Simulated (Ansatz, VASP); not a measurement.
## Cl in VASP and in Ansatz

```
Cl
1.0
     3.20668   -2.29413    0.00000
     3.20668    2.29413    0.00000
     0.00000    0.00000    8.37102
Cl
4
Direct
  0.37000 0.63000 0.40000
  0.13000 0.87000 0.90000
  0.63000 0.37000 0.60000
  0.87000 0.13000 0.10000
```

Alike in both runs: task single point; functional r2SCAN; k mesh 7 × 7 × 4; occupations fermi-dirac, width 0.05 eV; no spin polarisation.

|  | VASP | Ansatz |
| --- | --- | --- |
| version | VASP 6.6.1 | Ansatz 0.2.0 |
| potentials or method | VASP PAW PBE potentials, release 64 (Cl) | Ansatz PAW |
| plane-wave cutoff (eV) | 520 | 500 |
| valence electrons in the cell | 28 | 28 |

```csv
,VASP,Ansatz,Ansatz less VASP
gap on the k mesh at the Fermi level (eV),2.67,2.65,-0.024
least direct gap on the mesh (eV),2.72,2.70,-0.024
pressure (GPa),-2.4,-2.0,+0.37
"traceless stress, the component that is largest in VASP (GPa)",2.22,1.94,-0.277
rms of the force components (eV/Å),0.560,0.468,-0.0926
```

VASP's potentials were made for PBE, not for r2SCAN. Atom by atom the forces differ by 0.093 eV/Å (rms over components).

Noted on Ansatz's run: odd divisions of the mesh miss points on the zone boundary, where band edges often lie, so the gap on the mesh can be too wide.
